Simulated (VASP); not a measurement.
Write the native input for VASP 6.6.1 that does the following.

| Property | Result |
| --- | --- |
| Task | single point |
| Functional | PBEsol |
| Potentials or basis | VASP PAW PBE potentials, release 64 (Bi_d) |
| Cutoff | 520 eV |
| k mesh | 6 × 6 × 4 |
| Occupations | gaussian, width 0.1 eV |
| Spin | no spin polarisation |
| Dipole correction | no |
| Further INCAR settings | ALGO = Normal; EDIFF = 1e-07; NBANDS = 22 |

The structure of Bi lies in POSCAR:

```
Bi
1.0
    3.4527754788      0.0000000000      0.0000000000
   -1.7263877394      2.9901912782      0.0000000000
    0.0000000000      0.0000000000      5.7690614410
Bi
2
Direct
    0.3333333333      0.6666666667      0.2500000000
    0.6666666667      0.3333333333      0.7500000000
```

This isn't the form of Bi at room conditions, which is rhombohedral.

The input as run:

INCAR

```
PREC = Accurate
ENCUT = 520
EDIFF = 1E-7
ISMEAR = 0
SIGMA = 0.1
LREAL = F
LASPH = T
NELM = 60
ALGO = Normal
ISIF = 2
LWAVE = F
LCHARG = F
GGA = PS
NBANDS = 22
```

KPOINTS

```
Automatic mesh
0
Gamma
  6 6 4
```

Potentials or basis: VASP PAW PBE potentials, release 64 (Bi_d).

Launch:

```bash
$ cat potpaw_PBE.64/Bi_d/POTCAR > POTCAR
$ mpirun -np 1 vasp_std > vasp.out
```

Results of the run:

- Pressure: 0.0 GPa
- Band gap on the k mesh: zero (bands 15 and 16 overlap by 7.52 eV)

Caveat: the PAW data sets were made with another functional, which shifts forces and pressure a little; spin-orbit coupling is left out, which moves the levels of the heavy elements.

It took 30 s on 1 thread of Intel Xeon 8259CL (shared host), peak memory 0.18 GiB.
